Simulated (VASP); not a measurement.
Set up this calculation in VASP 6.6.1, as the native input.

| Property | Result |
| --- | --- |
| Task | single point |
| Functional | PBE |
| Potentials or basis | VASP PAW PBE potentials, release 64 (Be, As) |
| Cutoff | 520 eV |
| k mesh | 6 × 6 × 6 |
| Occupations | gaussian, width 0.1 eV |
| Spin | no spin polarisation |
| Dipole correction | no |
| Further INCAR settings | ALGO = Normal; EDIFF = 1e-07; NBANDS = 10 |

The structure of BeAs lies in POSCAR:

```
BeAs
1.0
    3.0774008952      0.0000000000      0.0000000000
    0.0000000000      3.0774008952      0.0000000000
    0.0000000000      0.0000000000      3.0774008952
Be As
1 1
Direct
    0.0000000000      0.0000000000      0.0000000000
    0.5000000000      0.5000000000      0.5000000000
```

These files were run (other wordings do the same):

INCAR

```
SYSTEM = BeAs
PREC     = Accurate       ! precision mode
ENCUT    = 520            ! plane-wave cutoff, eV
EDIFF    = 1E-7           ! SCF threshold, eV
ISMEAR   = 0              ! smearing method
SIGMA    = 0.1            ! smearing width, eV
LREAL    = .False.        ! projectors in reciprocal space
LASPH    = .True.         ! aspherical terms in the spheres
NELM     = 80             ! most SCF steps
ALGO     = Normal         ! electronic algorithm
ISIF     = 2              ! what is computed and relaxed
LWAVE    = .False.        ! write WAVECAR
LCHARG   = .True.         ! write CHGCAR
GGA      = PE             ! functional
LELF     = .True.         ! ELF
LVHAR    = .True.       
NBANDS   = 10             ! bands
```

KPOINTS

```
Automatic mesh
0
Gamma
  6 6 6
  0 0 0
```

Potentials or basis: VASP PAW PBE potentials, release 64 (Be, As).

Launch:

```sh
$ cat potpaw_PBE.64/Be/POTCAR potpaw_PBE.64/As/POTCAR > POTCAR
$ mpirun -np 1 vasp_std > vasp.out
```

It gave:

The pressure is -2.2 GPa.

Wall time 3.2 s on 1 thread of Intel(R) Xeon(R) Platinum 8375C CPU @ 2.90GHz (Ice Lake) (shared host), peak memory 0.13 GiB.
